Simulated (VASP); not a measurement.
Input of a VASP 6.6.1 run:

POSCAR

```
BP
1.0
    0.0000000000      2.3143800000      2.2690000000
    2.3143800000      0.0000000000      2.2690000000
    2.3143800000      2.3143800000      0.0000000000
B P
1 1
Direct
    0.0000000000      0.0000000000      0.0000000000
    0.7500000000      0.7500000000      0.7500000000
```

File INCAR.step1:

```
ALGO = Normal
EDIFF = 1E-4
ENCUT = 520
GGA = PE
ISMEAR = 0
LASPH = True
LCHARG = False
LREAL = False
LWAVE = True
NBANDS = 11
NELM = 100
PREC = Accurate
SIGMA = 0.05
```

File INCAR.step2:

```
ALGO = Normal
EDIFF = 1E-6
ENCUT = 520
ISIF = 2
ISMEAR = 0
ISTART = 1
LASPH = True
LCHARG = False
LMIXTAU = True
LREAL = False
LWAVE = False
METAGGA = R2SCAN
NBANDS = 11
NELM = 100
PREC = Accurate
SIGMA = 0.05
```

KPOINTS

```
k-points
0
Gamma
  10 10 10
```

Potentials or basis: VASP PAW PBE potentials, release 64 (B, P).

Run with:

```bash
$ cat potpaw_PBE.64/B/POTCAR potpaw_PBE.64/P/POTCAR > POTCAR
$ cp INCAR.step1 INCAR
$ mpirun -np 1 vasp_std > vasp.out
$ cp INCAR.step2 INCAR
$ mpirun -np 1 vasp_std > vasp.out
```

**Question.** What does it give for the band gap on the k mesh?

**Answer.** 1.19 eV, indirect (least direct gap 3.37 eV).

**Question.** What does it give for the pressure?

**Answer.** -6.8 GPa.

Stress tensor (GPa, compression positive):
```
-8.63  0.00  0.00
 0.00 -8.63  0.00
 0.00  0.00 -3.26
```

Caveat: the cell differs from its parent crystal (strain +0.0200 x Voigt [1, 1, 0, 0, 0, 0]); the PAW data sets were made with another functional, which shifts forces and pressure a little. A k mesh can miss the band edges.
